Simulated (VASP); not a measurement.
**Si: single point with PBE**

Si:

```
Si
1.0
     2.47061   -3.75792    0.00000
     2.47061    3.75792    0.00000
     0.00000    0.00000    4.94301
Si
5
Direct
  0.50000 0.00000 0.25304
  0.00000 0.50000 0.74696
  0.00000 0.50000 0.25304
  0.50000 0.00000 0.74696
  0.00000 0.00000 0.00000
```

| Item | Value |
| --- | --- |
| Program | VASP 6.6.1 |
| Task | single point |
| Functional | PBE |
| Potentials or basis | VASP PAW PBE potentials, release 64 (Si) |
| Cutoff | 520 eV |
| k mesh | 6 × 6 × 6 |
| Occupations | gaussian, width 0.1 eV |
| Spin | no spin polarisation |

| Property | Result |
| --- | --- |
| Pressure | -0.1 GPa |
| Largest force | 0.191 eV/Å |
| Band gap on the k mesh | zero (band 10 reaches 8.89 eV, above the bottom of band 11 at 6.26 eV) |

Forces on the atoms (eV/Å):
```
Si   0.000  0.000  0.191
Si   0.000  0.000 -0.191
Si   0.000  0.000  0.191
Si   0.000  0.000 -0.191
Si   0.000  0.000  0.000
```

Stress tensor (GPa, compression positive):
```
-0.53  0.00  0.00
 0.00  0.21  0.00
 0.00  0.00 -0.05
```

Levels at points of the mesh, in eV from the Fermi level:
```
           k point  band 6  band 7  band 8  band 9  band 10  band 11  band 12  band 13  band 14  band 15
(0.00, 0.00, 0.00)   -3.30   -2.86   -2.84   -1.85    -1.68     0.39     1.77     1.79     1.85     1.88
(0.50, 0.00, 0.00)   -4.91   -4.42   -4.07   -0.23     0.33     0.44     0.88     2.14     3.19     4.14
(0.50, 0.50, 0.00)   -5.52   -4.00   -2.43   -1.24    -1.10    -0.67     1.50     2.14     3.11     3.82
(0.00, 0.00, 0.50)   -4.11   -3.16   -2.89   -1.72    -1.53    -0.51     0.17     0.24     2.00     2.89
(0.50, 0.00, 0.50)   -4.00   -2.71   -1.42    0.55     0.57     0.74     0.83     2.77     3.18     3.35
(0.50, 0.50, 0.50)   -5.42   -4.32   -3.94    0.48     0.71     2.19     3.57     3.75     3.92     4.02
```

It took 60 s on 1 thread of Intel(R) Xeon(R) Platinum 8259CL CPU @ 2.50GHz (Skylake/Cascade Lake), with other jobs on the host, peak memory 0.23 GiB.
